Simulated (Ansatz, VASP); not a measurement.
Two plane-wave programs on Pd

```
Pd
1.0
     0.00000    1.97129    1.97129
     1.97129    0.00000    1.97129
     1.97129    1.97129    0.00000
Pd
1
Direct
  0.00000 0.00000 0.00000
```

Alike in both runs: functional PBE; k mesh 18 × 18 × 18; occupations fermi-dirac, width 0.05 eV; no spin polarisation.

Ansatz relaxed the structure, and its values are those at the end. VASP's run is a single point on that final structure, the one shown.

```csv
,VASP,Ansatz
version,VASP 6.6.1,Ansatz 0.2.0
potentials or method,"VASP PAW PBE potentials, release 64 (Pd)","PAW with Ansatz's default frozen-core files, scalar-relativistic"
plane-wave cutoff (eV),520,420
valence electrons in the cell,10,18
```

|  | VASP | Ansatz | Ansatz less VASP |
| --- | --- | --- | --- |
| pressure (GPa) | -0.3 | 0.0 | +0.29 |

VASP's potentials hold 10 valence electrons a cell and Ansatz's 18, so a difference there can come from the potentials and not from the codes.
